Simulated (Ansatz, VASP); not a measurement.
# Ba2ZrO3: VASP beside Ansatz

```xyz
6
Lattice="5.7730 0.0000 0.0000 -2.8865 4.9996 0.0000 0.0000 0.0000 3.9861" Properties=species:S:1:pos:R:3 pbc="T T T"
Ba    2.8865    1.6665    4.1152
Ba    0.0000    3.3331    4.1152
Zr    0.0000    0.0000    2.1210
O     1.4433    2.4998    2.1216
O     2.8865    0.0000    2.1216
O    -1.4433    2.4998    2.1216
```

Change from the starting cell: species swapped into the ErCo3Ge2 type (P6mm, No. 183).

Alike in both runs: functional PBE; k mesh 6 × 6 × 4; occupations gaussian, width 0.1 eV; no spin polarisation.

Ansatz relaxed the structure, and its values are those at the end. VASP's run is a single point on that final structure, the one shown.

|  | VASP | Ansatz |
| --- | --- | --- |
| version | VASP 6.6.1 | Ansatz 0.2.0 |
| potentials or method | VASP PAW PBE potentials, release 64 (Ba_sv, Zr_sv, O), cutoff 520 eV | scalar-relativistic, plane waves, PAW |
| valence electrons in the cell | 50 | 50 |

Ansatz gave:

```
gap on the k mesh at the Fermi level (eV) : none
pressure (GPa)                            : 0.1
```

Problem. What did VASP give for the same quantities?

Solution. gap on the k mesh at the Fermi level (eV): none; pressure (GPa): 2.4.

A gap of «none» marks a metal or a gap that the smearing closes.

The k mesh is coarse, so the values compare programs but aren't converged. Spin-orbit coupling is off throughout.
